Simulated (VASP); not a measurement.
Crystal: CoO.

```
CELL_PARAMETERS angstrom
0.00000 2.34364 2.34364
2.34364 0.00000 2.34364
2.34364 2.34364 0.00000
ATOMIC_POSITIONS crystal
Co 0.00000 0.00000 0.00000
O 0.25000 0.25000 0.25000
```

- Program: VASP 6.6.1
- Task: relaxation of cell and atoms
- Functional: LDA
- Potentials or basis: VASP PAW LDA potentials, release 64 (Co, O)
- Cutoff: 600 eV
- k mesh: 10 × 10 × 10
- Occupations: fermi-dirac, width 0.05 eV
- Spin: collinear spin, ferromagnetic start
- Starting moments: [2.0, 0.0] μB

At the start: pressure -25.2 GPa; volume 12.87 Å³/atom.

Where does the relaxation end?

Over 6 steps the energy falls by 318.3 meV/atom and the volume is 9.83 Å³/atom (-23.6 %); space group F-43m (No. 216, to 0.1 Å) before and after; moment 1.57 μB per cell.

Step by step:
| step | energy change (eV) | largest force (eV/Å) | pressure (GPa) | volume (Å³) |
| --- | --- | --- | --- | --- |
| 1 | 0.0000 | 0.0000 | -25.19 | 25.75 |
| 2 | -0.6161 | 0.0000 | 9.10 | 18.92 |
| 3 | -0.6366 | 0.0000 | -0.61 | 19.72 |
| 4 | -0.6366 | 0.0000 | 0.60 | 19.61 |
| 5 | -0.6366 | 0.0000 | -0.53 | 19.71 |
| 6 | -0.6367 | 0.0000 | -0.07 | 19.66 |

Final structure:
```yaml
crystal:
  lattice:
    - [0.00000, 2.14229, 2.14229]
    - [2.14229, 0.00000, 2.14229]
    - [2.14229, 2.14229, 0.00000]
  atoms:
    - { symbol: Co, position: [0.00000, 0.00000, 0.00000] }
    - { symbol: O, position: [0.25000, 0.25000, 0.25000] }
```

Caveat: the volume moved by over 15 % at a fixed basis, so the end points are rough; a cell with one magnetic atom can't hold antiferromagnetic order, which such compounds often take.
